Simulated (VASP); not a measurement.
A run of VASP 6.6.1 is set up as follows.

The input INCAR:

```
SYSTEM = K8Ta7WO24
PREC = Accurate
ENCUT = 520
EDIFF = 1E-6
ISMEAR = -1
SIGMA = 0.05
LREAL = Auto
LASPH = .True.
NELM = 200
ALGO = Normal
ISIF = 2
LWAVE = .False.
LCHARG = .False.
ISPIN = 2
MAGMOM = 0 0 0 0 0 0 0 0 0.143 0 0 0 0 0 0 0 0.143 0.143 0 0 0 0 0 0 0.143 0 0 0 0.143 0 0 0 0.143 0 0.143 0 0 0 0 0
LORBIT = 11
LMAXMIX = 4
GGA = PS
NBANDS = 184
ISYM = 0
GGA_COMPAT = .False.
```

The input KPOINTS:

```
Automatic mesh
0
Gamma
  1 1 1
  0.25 0.25 0.25
```

The input POSCAR:

```
K8Ta7WO24
1.0
    7.9708780000      0.0000000000      0.0000000000
    0.0000000000      7.9708780000      0.0000000000
    0.0000000000      0.0000000000      7.9708780000
K W Ta O
8 1 7 24
Direct
    0.0010710000      0.0006760000      0.0003670000
    0.0003880000      0.0000030000      0.4997190000
    0.0003980000      0.5000150000      0.9996770000
    0.0000590000      0.4996830000      0.4993520000
    0.5003970000      0.0000280000      0.9997150000
    0.5000190000      0.9996880000      0.4993340000
    0.5000610000      0.4996860000      0.9993690000
    0.4994350000      0.4990860000      0.4987230000
    0.2503190000      0.2499750000      0.2495730000
    0.2500750000      0.2498670000      0.7495890000
    0.2501870000      0.7500030000      0.2494640000
    0.2499830000      0.7498560000      0.7494600000
    0.7503510000      0.2498980000      0.2494290000
    0.7500680000      0.2498910000      0.7494280000
    0.7501880000      0.7498990000      0.2492840000
    0.7499850000      0.7498910000      0.7492930000
    0.2507800000      0.2504550000      0.0036000000
    0.2496490000      0.2492980000      0.4955100000
    0.2506730000      0.7499440000      0.0000490000
    0.2500030000      0.7496980000      0.4992200000
    0.7503830000      0.2501940000      0.0000540000
    0.7500860000      0.2496840000      0.4992190000
    0.7503910000      0.7500840000      0.9997620000
    0.7502560000      0.7497720000      0.4996430000
    0.0042600000      0.2503360000      0.2501350000
    0.0007360000      0.2502500000      0.7496880000
    0.0006890000      0.7499470000      0.2499550000
    0.0004370000      0.7500760000      0.7498190000
    0.4961680000      0.2493150000      0.2489490000
    0.4999010000      0.2497250000      0.7494430000
    0.4998740000      0.7496790000      0.2494270000
    0.5003220000      0.7498780000      0.7495350000
    0.2507600000      0.0038460000      0.2501240000
    0.2507240000      0.0003270000      0.7497420000
    0.2496880000      0.4957920000      0.2490390000
    0.2501280000      0.4994920000      0.7494450000
    0.7503690000      0.0002970000      0.2500620000
    0.7505370000      0.0000150000      0.7498110000
    0.7501360000      0.4994460000      0.2493610000
    0.7503320000      0.4998940000      0.7496880000
```

Potentials or basis: VASP PAW PBE potentials, release 64 (K_sv, W_sv, Ta_pv, O).

The run is started by

```console
$ cat potpaw_PBE.64/K_sv/POTCAR potpaw_PBE.64/W_sv/POTCAR potpaw_PBE.64/Ta_pv/POTCAR potpaw_PBE.64/O/POTCAR > POTCAR
$ mpirun -np 1 vasp_std > vasp.out
```

**Question.** Predict the site moments.

**Answer.** K +0.00; W +0.39; Ta +0.08, +0.03, +0.00 (each value once); O +0.00, -0.00 (each value once) μB.

**Question.** Estimate the largest force.

**Answer.** 0.097 eV/Å.

Forces in eV/Å, atoms in the order of the input:
```
K   -0.015 -0.012 -0.015
K    0.006  0.005 -0.013
K    0.006 -0.009  0.002
K    0.011 -0.003 -0.005
K   -0.009  0.005  0.001
K   -0.003  0.012 -0.005
K   -0.004 -0.003  0.009
K    0.012  0.013  0.014
W   -0.006 -0.006  0.003
Ta   0.009  0.001 -0.001
Ta   0.003 -0.006  0.004
Ta   0.011  0.000  0.005
Ta  -0.002 -0.002  0.006
Ta   0.009  0.001  0.006
Ta   0.004 -0.003  0.010
Ta   0.010  0.001  0.009
O   -0.033 -0.035 -0.079
O    0.037  0.034  0.081
O   -0.021  0.004 -0.010
O    0.016  0.002  0.005
O    0.000 -0.019 -0.011
O   -0.002  0.016  0.005
O   -0.001 -0.002 -0.011
O   -0.001  0.001  0.000
O   -0.076 -0.029 -0.035
O   -0.012 -0.018  0.003
O   -0.009  0.004 -0.019
O   -0.013 -0.002 -0.001
O    0.083  0.034  0.037
O    0.003  0.014  0.000
O    0.005  0.002  0.017
O   -0.003 -0.001  0.000
O   -0.030 -0.074 -0.036
O   -0.021 -0.008  0.001
O    0.034  0.081  0.032
O    0.013  0.007 -0.001
O    0.000 -0.008 -0.021
O   -0.006 -0.007 -0.003
O   -0.002  0.010  0.017
O   -0.005  0.005 -0.003
```

Caveat: the k points lie up to 0.39 Å⁻¹ apart; the PAW data sets were made with another functional, which shifts forces and pressure a little.
